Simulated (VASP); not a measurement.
# MnO2: single point with LDA

Crystal: MnO2.

```
CELL_PARAMETERS angstrom
4.35222 0.00000 0.00000
0.00000 4.35222 0.00000
0.00000 0.00000 2.78861
ATOMIC_POSITIONS crystal
Mn 0.00000 0.00000 0.00000
Mn 0.50000 0.50000 0.50000
O 0.19633 0.80367 0.50000
O 0.30367 0.30367 0.00000
O 0.69633 0.69633 0.00000
O 0.80367 0.19633 0.50000
```

```yaml
Program: VASP 6.6.1
Task: single point
Functional: LDA
Potentials_or_basis: VASP PAW LDA potentials, release 64 (Mn_pv, O)
Cutoff: 520 eV
k_mesh: 4 × 4 × 6
Occupations: gaussian, width 0.1 eV
Spin: collinear spin, ferromagnetic start
Starting_moments: "[2.64, 2.64, 0.0, 0.0, 0.0, 0.0] μB"
```

```json
{
  "Pressure": "-4.0 GPa",
  "Largest force": "0.224 eV/Å",
  "Net moment": "3.90 μB per cell",
  "Site moments": "Mn +1.76; O +0.06 μB",
  "Valence electrons inside the program's atomic spheres": "Mn 11.95; O 5.01"
}
```

Forces in eV/Å, atoms in the order of the input:
```
Mn   0.000  0.000  0.000
Mn   0.000  0.000  0.000
O    0.158 -0.158  0.000
O   -0.158 -0.158  0.000
O    0.158  0.158  0.000
O   -0.158  0.158  0.000
```

Stress tensor (GPa, compression positive):
```
-3.95  0.00  0.00
 0.00 -3.95  0.00
 0.00  0.00 -4.16
```

Levels at points of the mesh, in eV from the Fermi level:
Spin up:
| k point | band 24 | band 25 | band 26 | band 27 | band 28 | band 29 | band 30 | band 31 |
| --- | --- | --- | --- | --- | --- | --- | --- | --- |
| (0.00, 0.00, 0.00) | -1.91 | -1.67 | -1.67 | -0.87 | 0.30 | 0.56 | 3.04 | 3.04 |
| (0.50, 0.00, 0.00) | -1.41 | -1.02 | -1.02 | -0.19 | -0.19 | 2.51 | 2.51 | 2.74 |
| (0.50, 0.50, 0.00) | -2.24 | -1.90 | -1.90 | 0.39 | 0.39 | 1.95 | 1.95 | 3.01 |
| (0.00, 0.00, 0.50) | -1.36 | -0.70 | -0.70 | 0.18 | 0.18 | 1.63 | 1.63 | 2.23 |
| (0.50, 0.00, 0.50) | -2.18 | -1.37 | -1.37 | 0.34 | 0.34 | 0.78 | 0.78 | 3.62 |
| (0.50, 0.50, 0.50) | -1.36 | -0.89 | -0.89 | -0.52 | -0.52 | 2.25 | 2.25 | 2.25 |
Spin down:
```tsv
k point	band 20	band 21	band 22	band 23	band 24	band 25	band 26	band 27
(0.00, 0.00, 0.00)	-1.50	-1.50	-1.12	-0.62	-0.28	-0.16	-0.16	-0.06
(0.50, 0.00, 0.00)	-3.26	-1.89	-1.89	0.14	0.14	0.50	0.50	1.11
(0.50, 0.50, 0.00)	-2.82	-2.49	-2.49	-0.57	-0.57	-0.15	-0.15	1.56
(0.00, 0.00, 0.50)	-3.99	-3.07	-3.07	0.59	0.59	0.61	0.61	1.48
(0.50, 0.00, 0.50)	-3.73	-2.25	-2.25	-0.62	-0.62	0.61	0.61	1.60
(0.50, 0.50, 0.50)	-2.69	-2.02	-2.02	0.25	0.25	0.64	0.64	0.84
```

Run time: 70 s on 1 thread of AMD EPYC 9R45 96-Core Processor (Zen 5), with other jobs on the host, peak memory 0.16 GiB.

Caveat: the k points lie up to 0.38 Å⁻¹ apart; semilocal functionals often make such compounds metallic where correlation or magnetic order opens a gap, which also shifts bond lengths; the run started ferromagnetic, and an antiferromagnetic order may lie lower in energy. With open d or f shells a metallic result of LDA can be an artefact of self-interaction; +U or a hybrid may open a gap.
